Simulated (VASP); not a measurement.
Set up this calculation in VASP 6.6.1, as the native input.

```yaml
Task: single point
Functional: r2SCAN
Potentials_or_basis: VASP PAW PBE potentials, release 64 (Be, Te)
Cutoff: 520 eV
k_mesh: 8 × 8 × 8
Occupations: gaussian, width 0.01 eV
Spin: no spin polarisation
Dipole_correction: no
Further_INCAR_settings: ALGO = Normal; EDIFF = 1e-07; NBANDS = 11
```

Crystal: BeTe.

```
Be Te
1.0
     0.00000    2.66557    2.66557
     2.66557    0.00000    2.66557
     2.66557    2.66557    0.00000
Be Te
1 1
Cartesian
  0.0000 0.0000 0.0000
  3.9984 3.9984 3.9984
```

The input as run:

POSCAR

```
BeTe
1.0
    0.0000000000      2.6655708221      2.6655708221
    2.6655708221      0.0000000000      2.6655708221
    2.6655708221      2.6655708221      0.0000000000
Be Te
1 1
Direct
    0.0000000000      0.0000000000      0.0000000000
    0.7500000000      0.7500000000      0.7500000000
```

INCAR.step1

```
SYSTEM = BeTe
PREC = Accurate
ENCUT = 520
ISMEAR = 0
SIGMA = 0.01
LREAL = .False.
LASPH = .True.
NELM = 80
NBANDS = 11
GGA = PE
ALGO = Normal
EDIFF = 1E-4
LWAVE = .True.
LCHARG = .False.
```

INCAR.step2

```
SYSTEM = BeTe
PREC = Accurate
ENCUT = 520
EDIFF = 1E-7
ISMEAR = 0
SIGMA = 0.01
LREAL = .False.
LASPH = .True.
NELM = 80
ALGO = Normal
ISIF = 2
LWAVE = .False.
LCHARG = .False.
METAGGA = R2SCAN
LMIXTAU = .True.
NBANDS = 11
ISTART = 1
```

KPOINTS

```
regular mesh
0
Gamma
  8 8 8
  0 0 0
```

Potentials or basis: VASP PAW PBE potentials, release 64 (Be, Te).

Launch:

```sh
$ cat potpaw_PBE.64/Be/POTCAR potpaw_PBE.64/Te/POTCAR > POTCAR
$ cp INCAR.step1 INCAR
$ mpirun -np 1 vasp_std > vasp.out
$ cp INCAR.step2 INCAR
$ mpirun -np 1 vasp_std > vasp.out
```

It gave:

```yaml
Pressure: 15.3 GPa
Band_gap_on_the_k_mesh: 1.86 eV, indirect (least direct gap 3.78 eV)
```

Caveat: the PAW data sets were made with another functional, which shifts forces and pressure a little; spin-orbit coupling is left out, which moves the levels of the heavy elements.

Run time: 50 s on 1 thread of Intel(R) Xeon(R) Platinum 8375C CPU @ 2.90GHz (Ice Lake), on a shared host, peak memory 0.17 GiB.
